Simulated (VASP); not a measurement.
Set up this calculation in VASP 6.6.1, as the native input.

- Task: relaxation of cell and atoms
- Functional: LDA
- Potentials or basis: VASP PAW LDA potentials, release 64 (Hf_pv)
- Cutoff: 600 eV
- k mesh: 15 × 15 × 15
- Occupations: fermi-dirac, width 0.1 eV
- Spin: no spin polarisation
- Target pressure: 10 GPa
- Dipole correction: no
- Further INCAR settings: ALGO = Normal; EDIFF = 1e-06; IBRION = 2; EDIFFG = -0.005; NSW = 32; ISIF = 3

The structure of Hf lies in POSCAR:

```
Hf
1.0
   -2.6184464895      2.6184464895      1.4277691618
    2.6184464895     -2.6184464895      1.4277691618
    2.6184464895      2.6184464895     -1.4277691618
Hf
2
Direct
   -0.3750000000     -0.1250000000     -0.2500000000
    0.3750000000      0.1250000000      0.2500000000
```

The input as run:

INCAR

```
PREC     = Accurate       # precision mode
ENCUT    = 600            # plane-wave cutoff, eV
EDIFF    = 1E-6           # SCF threshold, eV
ISMEAR   = -1             # smearing method
SIGMA    = 0.1            # smearing width, eV
LREAL    = F              # projectors in reciprocal space
LASPH    = T              # aspherical terms in the spheres
NELM     = 100            # most SCF steps
ALGO     = Normal         # electronic algorithm
ISIF     = 3              # what is computed and relaxed
LWAVE    = F              # write WAVECAR
LCHARG   = F              # write CHGCAR
IBRION   = 2              # ionic algorithm
NSW      = 32             # ionic steps
EDIFFG   = -0.005         # ionic threshold
PSTRESS  = 100.0
```

KPOINTS

```
Automatic mesh
0
Gamma
  15 15 15
```

Potentials or basis: VASP PAW LDA potentials, release 64 (Hf_pv).

Run with:

```bash
$ cat potpaw_LDA.64/Hf_pv/POTCAR > POTCAR
$ mpirun -np 1 vasp_std > vasp.out
```

Results of the run:

```
Relaxed volume                                             : 19.57 Å³/atom
Relaxed cell                                               : a = 3.967 Å, b = 3.967 Å, c = 3.967 Å, α = 97.45°, β = 97.45°, γ = 137.78°
Space group after relaxing (to 0.1 Å)                      : I4_1/amd (No. 141)
Energy change on relaxing (the run minimises the enthalpy) : +0.3 meV/atom
Ionic steps                                                : 5
Pressure after relaxing                                    : 10.0 GPa
Band gap on the k mesh                                     : zero (bands 10 and 11 overlap by 0.99 eV)
```

Caveat: the cell is relaxed towards a set pressure, so the run minimises the enthalpy, not the energy; spin-orbit coupling is left out, which moves the levels of the heavy elements.

Run time: 3.6 min on 1 thread of Intel(R) Xeon(R) Platinum 8488C (Sapphire Rapids), on a shared host, peak memory 0.29 GiB.
